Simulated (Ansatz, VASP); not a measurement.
**CuGe4: VASP beside Ansatz**

File INCAR:

```
ALGO = Normal ; DIPOL = 0.5 0.5 0.335
EDIFF = 1E-6 ; ENCUT = 520
GGA = PE ; IDIPOL = 3
ISIF = 2 ; ISMEAR = 0
IVDW = 12 ; LASPH = T
LCHARG = F ; LDIPOL = T
LREAL = F ; LWAVE = F
NBANDS = 42 ; NELM = 60
PREC = Accurate ; SIGMA = 0.1
```

KPOINTS

```
k-points
0
Gamma
  9 9 1
```

POSCAR

```
CuGe4
1.0
    4.0303587933      0.0000000000      0.0000000000
   -2.0151793967      3.4903931014      0.0000000000
    0.0000000000      0.0000000000     21.4984134729
Ge Cu
4 1
Direct
    0.3333333333      0.6666666667      0.1860602414
    0.0000000000      0.0000000000      0.2243278812
    0.0000000000      0.0000000000      0.3459155542
    0.6666666667      0.3333333333      0.3813496974
    1.0000000000      1.0000000000      0.5348493966
```

Input for Ansatz:

```yaml
crystal:
  lattice:
    - [4.0303587933, 0.0, 0.0]
    - [-2.0151793967, 3.4903931014, 0.0]
    - [0.0, 0.0, 21.4984134729]
  atoms:
    - { symbol: Ge, position: [0.3333333333, 0.6666666667, 0.1860602414] }
    - { symbol: Ge, position: [0.0, 0.0, 0.2243278812] }
    - { symbol: Ge, position: [0.0, 0.0, 0.3459155542] }
    - { symbol: Ge, position: [0.6666666667, 0.3333333333, 0.3813496974] }
    - { symbol: Cu, position: [1.0, 1.0, 0.5348493966] }
basis:
  ecutwfc: 420
kpoints:
  mp_grid: { grid: [9, 9, 1] }
hamiltonian:
  xc: pbe
  pseudopotentials: { kind: paw, azcp: { folder: soft_1 } }
  dispersion: d3bj
scf:
  occupations: { method: gaussian, width: 0.1 }
output:
  forces: true
  eigenvalues: true
efield:
  axis: 3
  dipole_correction: true
  ramp_width: 0.04
```

Alike in both runs: task single point; functional PBE; dispersion D3(BJ); k mesh 9 × 9 × 1; occupations gaussian, width 0.1 eV; no spin polarisation.

|  | VASP | Ansatz |
| --- | --- | --- |
| version | VASP 6.6.1 | Ansatz 0.2.0 |
| potentials or method | VASP PAW PBE potentials, release 64 (Ge_d, Cu), cutoff 520 eV | scalar-relativistic, plane waves, PAW |
| valence electrons in the cell | 67 | 75 |

|  | VASP | Ansatz | Ansatz less VASP |
| --- | --- | --- | --- |
| gap on the k mesh at the Fermi level (eV) | none | none | - |
| rms of the force components (eV/Å) | 0.156 | 0.156 | -0.0004 |

Atom by atom the forces differ by 0.001 eV/Å (rms over components). A gap of «none» marks a metal or a gap that the smearing closes. VASP's potentials hold 67 valence electrons a cell and Ansatz's 75, so a difference there can come from the potentials and not from the codes.
